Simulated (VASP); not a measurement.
# AlN (P6_3mc) in VASP: notebook

AlN is run at these levels: PBE, r2SCAN; tasks: relaxation of shape and atoms at fixed volume, single point.

All numbers are computed with VASP 6.6.1; they aren't measurements. Logs are shortened: lines on timing, memory, paths and dates and some standing lists are left out, and cuts for length are marked.

## 1. The cell of the first run

It takes space group P6_3mc (No. 186, hexagonal). Conventional cell: a = 3.190 Å, b = 3.190 Å, c = 5.121 Å, α = 90.00°, β = 90.00°, γ = 120.00°. Al (site symmetry 3m) has 4 N at 1.94 to 1.95 Å within 2.6 Å. N (site symmetry 3m) has 4 Al at 1.94 to 1.95 Å within 2.6 Å.

## 2. Relaxation of shape and atoms at fixed volume, PBE (volume scaled by 1.06)

Input file INCAR:

```
SYSTEM = AlN
  ALGO = Normal
  EDIFF = 1E-6
  EDIFFG = -0.01
  ENCUT = 600
  GGA = PE
  IBRION = 2
  ISIF = 4
  ISMEAR = 0
  LASPH = .TRUE.
  LCHARG = .FALSE.
  LREAL = .FALSE.
  LWAVE = .FALSE.
  NELM = 60
  NSW = 50
  PREC = Accurate
  SIGMA = 0.02
```

Input file KPOINTS:

```
k-points
0
G
  12 12 6
  0 0 0
```

Input file POSCAR:

```
AlN
1.0
    3.1900875192      0.0000000000      0.0000000000
   -1.5950437596      2.7626968319      0.0000000000
    0.0000000000      0.0000000000      5.1213904435
Al N
2 2
Direct
    0.3333333333      0.6666666667     -0.0006073872
    0.6666666667      0.3333333333      0.4993926128
    0.3333333333      0.6666666667      0.3806073872
    0.6666666667      0.3333333333      0.8806073872
```

Potentials or basis: VASP PAW PBE potentials, release 64 (Al, N).

Launch:

```
> cat potpaw_PBE.64/Al/POTCAR potpaw_PBE.64/N/POTCAR > POTCAR
> mpirun -np 1 vasp_std > vasp.out
```

OUTCAR:

```text
SYSTEM = AlN
   EDIFF = 1E-6
   EDIFFG = -0.01
   ENCUT = 600
   GGA = PE
   IBRION = 2
   ISIF = 4
   ISMEAR = 0
   LASPH = .TRUE.
   LREAL = .FALSE.
   NELM = 60
   NSW = 50
   PREC = Accurate

 ion  position               nearest neighbor table
   1  0.333  0.667  0.999-   4 1.94   4 1.94   4 1.94   3 1.95   2 3.15   2 3.15   2 3.15   2 3.15
                             2 3.15   2 3.15
   2  0.667  0.333  0.499-   3 1.94   3 1.94   3 1.94   4 1.95   1 3.15   1 3.15   1 3.15   1 3.15
                             1 3.15   1 3.15
   3  0.333  0.667  0.381-   2 1.94   2 1.94   2 1.94   1 1.95
   4  0.667  0.333  0.881-   1 1.94   1 1.94   1 1.94   2 1.95

  LATTYP: Found a hexagonal cell.
 ALAT       =     3.1900875192
 C/A-ratio  =     1.6054075046

  Lattice vectors:

 A1 = (   3.1900875192,   0.0000000000,   0.0000000000)
 A2 = (  -1.5950437596,   2.7626968319,   0.0000000000)
 A3 = (   0.0000000000,   0.0000000000,   5.1213904435)

Analysis of symmetry for initial positions (statically):
=====================================================================
 Subroutine PRICEL returns:
 Original cell was already a primitive cell.

 Routine SETGRP: Setting up the symmetry group for a
 hexagonal supercell.

 Subroutine GETGRP returns: Found 12 space group operations
 (whereof  6 operations were pure point group operations)
 out of a pool of 24 trial point group operations.

The static configuration has the point symmetry C_3v.
 The point group associated with its full space group is C_6v.

Analysis of symmetry for dynamics (positions and initial velocities):
=====================================================================
 Subroutine PRICEL returns:
 Original cell was already a primitive cell.

 Routine SETGRP: Setting up the symmetry group for a
 hexagonal supercell.

 Subroutine GETGRP returns: Found 12 space group operations
 (whereof  6 operations were pure point group operations)
 out of a pool of 24 trial point group operations.

The dynamic configuration has the point symmetry C_3v.
 The point group associated with its full space group is C_6v.

 Subroutine INISYM returns: Found 12 space group operations
 (whereof  6 operations are pure point group operations),
 and found     1 'primitive' translations

----------------------------------------------------------------------------------------

                                     Primitive cell

  volume of cell :      45.1361

  direct lattice vectors                    reciprocal lattice vectors
     3.190087519  0.000000000  0.000000000     0.313471024  0.180982580  0.000000000
    -1.595043760  2.762696832  0.000000000     0.000000000  0.361965160  0.000000000
     0.000000000  0.000000000  5.121390444     0.000000000  0.000000000  0.195259473

  length of vectors
     3.190087519  3.190087519  5.121390444     0.361965160  0.361965160  0.195259473

  position of ions in fractional coordinates (direct lattice)
     0.333333333  0.666666667  0.999392613
     0.666666667  0.333333333  0.499392613
     0.333333333  0.666666667  0.380607387
     0.666666667  0.333333333  0.880607387

  ion indices of the primitive-cell ions
   primitive index   ion index
                 1           1
                 2           2
                 3           3
                 4           4

----------------------------------------------------------------------------------------

 KPOINTS: k-points

Automatic generation of k-mesh.
 Grid dimensions read from file:
 generate k-points for:   12   12    6

 Generating k-lattice:

  Cartesian coordinates                     Fractional coordinates (reciprocal lattice)
     0.026122585  0.015081882  0.000000000     0.083333333  0.000000000  0.000000000
     0.000000000  0.030163763  0.000000000     0.000000000  0.083333333  0.000000000
     0.000000000  0.000000000  0.032543246     0.000000000  0.000000000  0.166666667

  Length of vectors
     0.030163763  0.030163763  0.032543246

  Shift w.r.t. Gamma in fractional coordinates (k-lattice)
     0.000000000  0.000000000  0.000000000

 Subroutine IBZKPT returns following result:
 ===========================================

 Found     76 irreducible k-points:

 Following reciprocal coordinates:
            Coordinates               Weight
  0.000000  0.000000  0.000000      1.000000
  0.083333 -0.000000  0.000000      6.000000
  0.166667 -0.000000  0.000000      6.000000
  0.250000  0.000000  0.000000      6.000000
  0.333333  0.000000  0.000000      6.000000
  0.416667  0.000000  0.000000      6.000000
[... 16 lines left out ...]
  0.250000  0.000000  0.166667     12.000000
  0.333333  0.000000  0.166667     12.000000
 [... further k-points ...]
   k-points           NKPTS =     76   k-points in BZ     NKDIM =     76   number of bands    NBANDS=     12
   number of dos      NEDOS =    301   number of ions     NIONS =      4
   total plane-waves  NPLWV =  32928
   dimension x,y,z NGX =    28 NGY =   28 NGZ =   42
   dimension x,y,z NGXF=    56 NGYF=   56 NGZF=   84
   ions per type =               2   2
   NGX,Y,Z   is equivalent  to a cutoff of  14.59, 14.59, 13.63 a.u.
   NGXF,Y,Z  is equivalent  to a cutoff of  29.18, 29.18, 27.27 a.u.
 SYSTEM =  AlN
   PREC   = accura    normal or accurate (medium, high low for compatibility)
   ISTART =      0    job   : 0-new  1-cont  2-samecut
   ICHARG =      2    charge: 1-file 2-atom 10-const
   ISPIN  =      1    spin polarized calculation?
   LNONCOLLINEAR =      F non collinear calculations
   LSORBIT =      F    spin-orbit coupling
   LASPH  =      T    aspherical Exc in radial PAW
   ENCUT  =  600.0 eV  44.10 Ry    6.64 a.u.   6.37  6.37 10.23*2*pi/ulx,y,z
   NELM   =     60;   NELMIN=  2; NELMDL= -5     # of ELM steps
   EDIFF  = 0.1E-05   stopping-criterion for ELM
   LREAL  =      F    real-space projection
   EDIFFG = -.1E-01   stopping-criterion for IOM
   NSW    =     50    number of steps for IOM
   IBRION =      2    ionic relax: 0-MD 1-quasi-New 2-CG
   NFREE  =      1    steps in history (QN), initial steepest desc. (CG)
   ISIF   =      4    stress and relaxation
   ISYM   =      2    0-nonsym 1-usesym 2-fastsym
   POTIM  = 0.5000    time-step for ionic-motion
   TEBEG  =    0.0;   TEEND  =   0.0 temperature during run
   PSTRESS=    0.0 pullay stress
   NELECT =      16.0000    total number of electrons
   NUPDOWN=      -1.0000    fix difference up-down
   EMIN   =  10.00;   EMAX   =-10.00  energy-range for DOS
   EFERMI =   0.00;   METHOD = LEGACY
   ISMEAR =     0;   SIGMA  =   0.02  broadening in eV -4-tet -1-fermi 0-gaus
   EFERMI_NEDOS =   21; number of points for ismear=-14 and -15
   IALGO  =     38    algorithm
   IMIX   =      4    mixing-type and parameters
     AMIX     =   0.40;   BMIX     =  1.00
     AMIX_MAG =   1.60;   BMIX_MAG =  1.00
  volume/ion in A,a.u.               =      11.28        76.15
  Fermi-wavevector in a.u.,A,eV,Ry     =   1.158618  2.189470 18.264400  1.342396
  Thomas-Fermi vector in A             =   2.295218
   LORBIT       =      0    0 simple, 1 ext, 2 COOP (PROOUT), +10 PAW based schemes
   GGA     = PE    functional components
   LHFCALC =     F    Hartree Fock is set to
   AEXX    =    0.0000 exact exchange contribution
   IVDW    =     0    specifies the selected vdW correction
   LEPSILON=     F    determine dielectric tensor
   LRPA    =     F    only Hartree local field effects (RPA)
 conjugate gradient relaxation of ions
 non-spin polarized calculation
 Gauss-broadening in eV      SIGMA  =   0.02
  energy-cutoff  :      600.00
  volume of cell :       45.14
 maximum number of plane-waves:      1530
 NGX is ok and might be reduce to    28
   NGX = 13   NGY = 13   NGZ = 21

--------------------------------------- Ionic step        1  -------------------------------------------

 number of electron      15.9999998 magnetization

 Free energy of the ion-electron system (eV)
  ---------------------------------------------------
  ext. energy  EPLUGINS =         0.00000000
  ---------------------------------------------------
  free energy    TOTEN  =       -29.69656762 eV

  energy without entropy =      -29.69656762  energy(sigma->0) =      -29.69656762

------------------------ aborting loop because EDIFF is reached ----------------------------------------

  FORCE on cell =-STRESS in cart. coord.  units (eV):
  Direction    XX          YY          ZZ          XY          YZ          ZX
  --------------------------------------------------------------------------------------
  -------------------------------------------------------------------------------------
  Total       -2.9709299     -2.9709299     -2.8619964      0.0000000     -0.0000000     -0.0000000
  in kB     -105.4579385   -105.4579385   -101.5911686      0.0000000     -0.0000000     -0.0000000
  external PRESSURE =    -104.1690152 kB  Pullay stress =       0.0000000 kB
[... 61 lines left out ...]
  energy  without entropy=      -29.6966558947  energy(sigma->0) =      -29.69665589

--------------------------------------- Ionic step        3  -------------------------------------------

 number of electron      15.9999998 magnetization

 Free energy of the ion-electron system (eV)
  ---------------------------------------------------
  ext. energy  EPLUGINS =         0.00000000
  ---------------------------------------------------
  free energy    TOTEN  =       -29.69666682 eV

  energy without entropy =      -29.69666682  energy(sigma->0) =      -29.69666682

 E-fermi :   5.5286     XC(G=0): -10.5778

 val. band max:        5.4051610242   @ k =   0.0000   0.0000   0.0000
 cond. band min:       8.9660536778   @ k =   0.0000   0.0000   0.0000
 fundamental gap:      3.5608926535
 Fermi energy:         5.5285701456

 k-point     1 :       0.0000    0.0000    0.0000
  band No.  band energies     occupation
      1      -9.3051      2.00000
      2      -7.4073      2.00000
      3      -0.2401      2.00000
      4       4.6241      2.00000
      5       4.6241      2.00000
      6       5.2432      2.00000
      7       5.2432      2.00000
      8       5.4052      2.00000
      9       8.9661      0.00000
     10      11.4664      0.00000
     11      15.3968      0.00000
     12      16.0607      0.00000
[... 331 lines left out ...]
 k-point    24 :       0.3333    0.0000    0.1667
  band No.  band energies     occupation
      1      -8.1081      2.00000
      2      -7.0304      2.00000
      3       0.7672      2.00000
      4       1.6523      2.00000
      5       2.2485      2.00000
      6       3.7670      2.00000
      7       4.6644      2.00000
      8       4.8016      2.00000
      9      10.9374      0.00000
     10      11.7997      0.00000
     11      13.3154      0.00000
     12      14.9885      0.00000

 [... further k-points ...]

------------------------ aborting loop because EDIFF is reached ----------------------------------------

  FORCE on cell =-STRESS in cart. coord.  units (eV):
  Direction    XX          YY          ZZ          XY          YZ          ZX
  --------------------------------------------------------------------------------------
  -------------------------------------------------------------------------------------
  Total       -2.9244373     -2.9244373     -2.9500374      0.0000000      0.0000000      0.0000000
  in kB     -103.8076061   -103.8076061   -104.7163243      0.0000000      0.0000000      0.0000000
  external PRESSURE =    -104.1105122 kB  Pullay stress =       0.0000000 kB
[... 19 lines left out ...]
  FREE ENERGIE OF THE ION-ELECTRON SYSTEM (eV)
  ---------------------------------------------------
  free  energy   TOTEN  =       -29.6966668245 eV

  energy  without entropy=      -29.6966668245  energy(sigma->0) =      -29.69666682

 reached required accuracy - stopping structural energy minimisation
```

Run time: 2.6 min. Hardware: 1 thread of AMD EPYC 7R13 (Zen 3), shared host; peak memory 0.17 GiB.

Results:

| Property | Result |
| --- | --- |
| Free energy | -29.6967 eV |
| Energy gained by relaxing | 0.0 meV/atom |
| Ionic steps | 3 |
| Pressure after relaxing | -10.4 GPa |
| Largest force after relaxing | 0.008 eV/Å |
| Band gap on the k mesh | 3.56 eV, direct |

Forces on the atoms (eV/Å):
```
Al   0.000  0.000  0.008
Al   0.000  0.000  0.008
N    0.000  0.000 -0.008
N    0.000  0.000 -0.008
```

Stress tensor (GPa, compression positive):
```
-10.38   0.00   0.00
  0.00 -10.38   0.00
  0.00   0.00 -10.47
```

Final structure:
```
Al N
1.0
     3.18800    0.00000    0.00000
    -1.59400    2.76089    0.00000
     0.00000    0.00000    5.12808
Al N
2 2
Direct
  0.33333 0.66667 0.99958
  0.66667 0.33333 0.49959
  0.33333 0.66667 0.38042
  0.66667 0.33333 0.88042
```

Levels at points of the mesh, in eV from the valence-band top:
```
           k point  band 6  band 7  band 8  band 9  band 10  band 11
(0.00, 0.00, 0.00)   -0.16   -0.16    0.00    3.56     6.06     9.99
(0.50, 0.00, 0.00)   -1.94   -1.65   -0.64    5.59     5.63     7.54
(0.00, 0.00, 0.50)   -0.48   -0.48   -0.48    5.84     5.84     9.70
(0.50, 0.00, 0.50)   -1.36   -1.29   -1.29    5.05     5.05     8.80
```

Caveat: the cell differs from its parent crystal (volume scaled by 1.06). A k mesh can miss the band edges.

## 3. Single point, r2SCAN

This run uses another cell than the first one, of 10.65 Å³/atom, 0.943 times its volume.

Input file POSCAR:

```
AlN
1.0
    3.1302469247      0.0000000000      0.0000000000
   -1.5651234624      2.7108733569      0.0000000000
    0.0000000000      0.0000000000      5.0179926666
Al N
2 2
Direct
    0.3333333333      0.6666666667     -0.0007707950
    0.6666666667      0.3333333333      0.4992292050
    0.3333333333      0.6666666667      0.3807707950
    0.6666666667      0.3333333333      0.8807707950
```

Input file INCAR.step1:

```
PREC = Accurate ; ENCUT = 520
ISMEAR = 0 ; SIGMA = 0.02
LREAL = F ; LASPH = T
NELM = 60 ; NBANDS = 16
GGA = PE ; ALGO = Normal
EDIFF = 1E-4 ; LWAVE = T
LCHARG = F
```

Input file INCAR.step2:

```
PREC = Accurate ; ENCUT = 520
EDIFF = 1E-7 ; ISMEAR = 0
SIGMA = 0.02 ; LREAL = F
LASPH = T ; NELM = 60
ALGO = Normal ; ISIF = 2
LWAVE = F ; LCHARG = F
METAGGA = R2SCAN ; LMIXTAU = T
NBANDS = 16 ; ISTART = 1
```

Input file KPOINTS:

```
Automatic mesh
0
Gamma
  12 12 6
```

Potentials or basis: VASP PAW PBE potentials, release 64 (Al, N).

Launch:

```
> cat potpaw_PBE.64/Al/POTCAR potpaw_PBE.64/N/POTCAR > POTCAR
> cp INCAR.step1 INCAR
> mpirun -np 1 vasp_std > vasp.out
> cp INCAR.step2 INCAR
> mpirun -np 1 vasp_std > vasp.out
```

It took 4.4 min on 1 thread of AMD EPYC 7R13 (Zen 3), shared host; peak memory 0.15 GiB.

Results (log left out):

| Property | Result |
| --- | --- |
| Free energy | -38.4408 eV |
| Pressure | -5.0 GPa |
| Largest force | 0.007 eV/Å |
| Band gap on the k mesh | 4.71 eV, direct |

Forces on the atoms (eV/Å):
```
Al   0.000  0.000  0.007
Al   0.000  0.000  0.007
N    0.000  0.000 -0.007
N    0.000  0.000 -0.007
```

Stress tensor (GPa, compression positive):
```
-5.11  0.00  0.00
 0.00 -5.11  0.00
 0.00  0.00 -4.86
```

Levels at points of the mesh, in eV from the valence-band top:
| k point | band 6 | band 7 | band 8 | band 9 | band 10 | band 11 |
| --- | --- | --- | --- | --- | --- | --- |
| (0.00, 0.00, 0.00) | -0.22 | -0.22 | 0.00 | 4.71 | 7.34 | 11.42 |
| (0.50, 0.00, 0.00) | -2.10 | -1.74 | -0.70 | 6.39 | 6.48 | 8.84 |
| (0.00, 0.00, 0.50) | -0.55 | -0.55 | -0.55 | 7.05 | 7.05 | 11.12 |
| (0.50, 0.00, 0.50) | -1.47 | -1.37 | -1.37 | 5.92 | 5.92 | 10.00 |

Caveat: the PAW data sets were made with another functional, which shifts forces and pressure a little. A k mesh can miss the band edges.

## 4. Single point, r2SCAN

This run uses another cell than the first one, of 10.65 Å³/atom, 0.943 times its volume.

POSCAR is that of step 3.

Input file INCAR.step1:

```
SYSTEM = AlN
PREC     = Accurate       ! precision mode
ENCUT    = 520            ! plane-wave cutoff, eV
ISMEAR   = 0              ! smearing method
SIGMA    = 0.02           ! smearing width, eV
LREAL    = .False.        ! projectors in reciprocal space
LASPH    = .True.         ! aspherical terms in the spheres
NELM     = 60             ! most SCF steps
NBANDS   = 16             ! bands
GGA      = PE             ! functional
ALGO     = Normal         ! electronic algorithm
EDIFF    = 1E-4           ! SCF threshold, eV
LWAVE    = .True.         ! write WAVECAR
LCHARG   = .False.        ! write CHGCAR
```

Input file INCAR.step2:

```
SYSTEM = AlN
PREC     = Accurate       ! precision mode
ENCUT    = 520            ! plane-wave cutoff, eV
EDIFF    = 1E-7           ! SCF threshold, eV
ISMEAR   = 0              ! smearing method
SIGMA    = 0.02           ! smearing width, eV
LREAL    = .False.        ! projectors in reciprocal space
LASPH    = .True.         ! aspherical terms in the spheres
NELM     = 60             ! most SCF steps
ALGO     = Normal         ! electronic algorithm
ISIF     = 2              ! what is computed and relaxed
LWAVE    = .False.        ! write WAVECAR
LCHARG   = .False.        ! write CHGCAR
METAGGA  = R2SCAN         ! meta-GGA
LMIXTAU  = .True.       
NBANDS   = 16             ! bands
ISTART   = 1
```

Input file KPOINTS:

```
regular mesh
0
Gamma
  12 12 6
  0 0 0
```

Launch:

```
> cat potpaw_PBE.64/Al/POTCAR potpaw_PBE.64/N/POTCAR > POTCAR
> cp INCAR.step1 INCAR
> mpirun -np 1 vasp_std > vasp.out
> cp INCAR.step2 INCAR
> mpirun -np 1 vasp_std > vasp.out
```

Wall time 4.3 min (1 thread of AMD EPYC 7R13 (Zen 3), shared host); peak memory 0.15 GiB.

Results (log left out):

| Item | Value |
| --- | --- |
| Free energy | -38.4408 eV |
| Pressure | -5.0 GPa |
| Largest force | 0.007 eV/Å |
| Band gap on the k mesh | 4.71 eV, direct |

Forces on the atoms (eV/Å):
```
Al   0.000  0.000  0.007
Al   0.000  0.000  0.007
N    0.000  0.000 -0.007
N    0.000  0.000 -0.007
```

Stress tensor (GPa, compression positive):
```
-5.11  0.00  0.00
 0.00 -5.11  0.00
 0.00  0.00 -4.86
```

Levels at points of the mesh, in eV from the valence-band top:
| k point | band 5 | band 6 | band 7 | band 8 | band 9 | band 10 | band 11 | band 12 |
| --- | --- | --- | --- | --- | --- | --- | --- | --- |
| (0.00, 0.00, 0.00) | -0.87 | -0.22 | -0.22 | 0.00 | 4.71 | 7.34 | 11.42 | 11.88 |
| (0.50, 0.00, 0.00) | -3.33 | -2.10 | -1.74 | -0.70 | 6.39 | 6.48 | 8.84 | 11.09 |
| (0.00, 0.00, 0.50) | -0.55 | -0.55 | -0.55 | -0.55 | 7.05 | 7.05 | 11.12 | 11.12 |
| (0.50, 0.00, 0.50) | -1.47 | -1.47 | -1.37 | -1.37 | 5.92 | 5.92 | 10.00 | 10.00 |

Caveat: the PAW data sets were made with another functional, which shifts forces and pressure a little. A k mesh can miss the band edges.

(Continued in part 2 of 2.)
